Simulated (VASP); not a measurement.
Here is a VASP 6.6.1 calculation.

Contents of INCAR:

```
SYSTEM = MnSb
ALGO     = Normal         ! electronic algorithm
EDIFF    = 1E-6           ! SCF threshold, eV
ENCUT    = 520            ! plane-wave cutoff, eV
GGA      = PE             ! functional
ISIF     = 2              ! what is computed and relaxed
ISMEAR   = 0              ! smearing method
ISPIN    = 2              ! spin polarisation
LASPH    = .True.         ! aspherical terms in the spheres
LCHARG   = .False.        ! write CHGCAR
LMAXMIX  = 4              ! l up to which the mixer works
LORBIT   = 11             ! projections on sites
LREAL    = .False.        ! projectors in reciprocal space
LWAVE    = .False.        ! write WAVECAR
MAGMOM   = 4 0            ! initial moments
NBANDS   = 20             ! bands
NELM     = 150            ! most SCF steps
PREC     = Accurate       ! precision mode
SIGMA    = 0.1            ! smearing width, eV
```

Contents of KPOINTS:

```
k-points
0
Gamma
  6 6 6
  0 0 0
```

The input POSCAR:

```
MnSb
1.0
    0.0000000000      2.8479931613      2.8479931613
    2.8479931613      0.0000000000      2.8479931613
    2.8479931613      2.8479931613      0.0000000000
Mn Sb
1 1
Direct
    0.0000000000      0.0000000000      0.0000000000
    0.7500000000      0.7500000000      0.7500000000
```

Potentials or basis: VASP PAW PBE potentials, release 64 (Mn_pv, Sb).

Command:

```bash
$ cat potpaw_PBE.64/Mn_pv/POTCAR potpaw_PBE.64/Sb/POTCAR > POTCAR
$ mpirun -np 1 vasp_std > vasp.out
```

Problem. Estimate the pressure.

Solution. 13.8 GPa.

Problem. Estimate the site moments.

Solution. Mn +3.16; Sb -0.15 μB.

Problem. Estimate the net moment.

Solution. 3.17 μB per cell.

Caveat: the cell stands under pressure; a cell with one magnetic atom can't hold antiferromagnetic order, which such compounds often take.
